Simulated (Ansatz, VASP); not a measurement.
**Two plane-wave programs on Zr2HS4**

```
S Zr H
1.0
     7.29768    0.00000    0.00000
    -3.64884    6.31997    0.00000
     0.00000    0.00000   20.91715
S Zr H
8 4 2
Direct
  0.33333 0.16667 0.19123
  0.33333 0.66667 0.19123
  0.83333 0.16667 0.19123
  0.83333 0.66667 0.19123
  0.16667 0.33333 0.33069
  0.16667 0.83333 0.33069
  0.66667 0.33333 0.33069
  0.66667 0.83333 0.33069
  0.00000 0.00000 0.26096
  0.00000 0.50000 0.26096
  0.50000 0.00000 0.26096
  0.50000 0.50000 0.26096
  0.36995 0.73990 0.35221
  0.46338 0.92677 0.35221
```

Alike in both runs: task single point; functional PBE; dispersion D3(BJ); k mesh 6 × 6 × 1; occupations gaussian, width 0.05 eV; no spin polarisation.

```csv
,VASP,Ansatz
version,VASP 6.6.1,Ansatz 0.2.0
potentials or method,"VASP PAW PBE potentials, release 64 (S, Zr_sv, H), cutoff 400 eV","scalar-relativistic, plane waves, PAW"
valence electrons in the cell,98,98
```

|  | VASP | Ansatz | Ansatz less VASP |
| --- | --- | --- | --- |
| rms of the force components (eV/Å) | 0.580 | 0.579 | -0.0013 |
